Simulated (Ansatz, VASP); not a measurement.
**Two plane-wave programs on PbS**

POSCAR

```
PbS
1.0
    4.0622492242      0.0000000000      0.0000000000
   -2.0311246120      3.5180110247      0.0000000000
    0.0000000000      0.0000000000      3.7627422943
Pb S
1 1
Direct
    0.0000000000      0.0000000000      0.0000000000
    0.6666666667      0.3333333333      0.5000000000
```

INCAR.step1

```
PREC = Accurate ; ENCUT = 520
EDIFF = 1E-5 ; ISMEAR = -1
SIGMA = 0.05 ; LREAL = False
LASPH = True ; NELM = 60
ALGO = Normal ; ISIF = 2
LWAVE = True ; LCHARG = False
GGA = PE ; NBANDS = 17
```

The input INCAR.step2:

```
PREC = Accurate ; ENCUT = 520
EDIFF = 1E-6 ; ISMEAR = -1
SIGMA = 0.05 ; LREAL = False
LASPH = True ; NELM = 60
ALGO = Normal ; ISIF = 2
LWAVE = False ; LCHARG = False
GGA = PE ; LHFCALC = True
AEXX = 0.25 ; PRECFOCK = Normal
ISTART = 1 ; NBANDS = 17
```

Contents of KPOINTS:

```
regular mesh
0
Gamma
  4 4 4
```

Contents of input.yaml:

```yaml
crystal:
  lattice:
    - [4.0622492242, 0.0, 0.0]
    - [-2.031124612, 3.5180110247, 0.0]
    - [0.0, 0.0, 3.7627422943]
  atoms:
    - { symbol: Pb, position: [0.0, 0.0, 0.0] }
    - { symbol: S, position: [0.6666666667, 0.3333333333, 0.5] }
hamiltonian:
  xc: pbe0
  pseudopotentials: { kind: paw }
kpoints:
  mp_grid: { grid: [4, 4, 4] }
scf:
  occupations: { method: fermi_dirac, width: 0.05 }
output:
  forces: true
  stress: true
  eigenvalues: true
```

Alike in both runs: task single point; functional PBE0; k mesh 4 × 4 × 4; occupations fermi-dirac, width 0.05 eV; no spin polarisation.

```csv
,VASP,Ansatz
version,VASP 6.6.1,Ansatz 0.2.0
potentials or method,"VASP PAW PBE potentials, release 64 (Pb_d, S)",Ansatz PAW
plane-wave cutoff (eV),520,420
valence electrons in the cell,20,20
```

|  | VASP | Ansatz | Ansatz less VASP |
| --- | --- | --- | --- |
| gap on the k mesh at the Fermi level (eV) | 1.20 | 1.15 | -0.056 |
| least direct gap on the mesh (eV) | 1.97 | 1.91 | -0.067 |
| pressure (GPa) | -0.2 | 0.0 | +0.23 |
| traceless stress, the component that is largest in VASP (GPa) | 0.47 | 0.47 | +0.004 |

The functional is the same, so the differences come from potentials, cutoffs and numerics.

The k mesh is coarse, so the values compare programs but aren't converged. Spin-orbit coupling is off throughout.
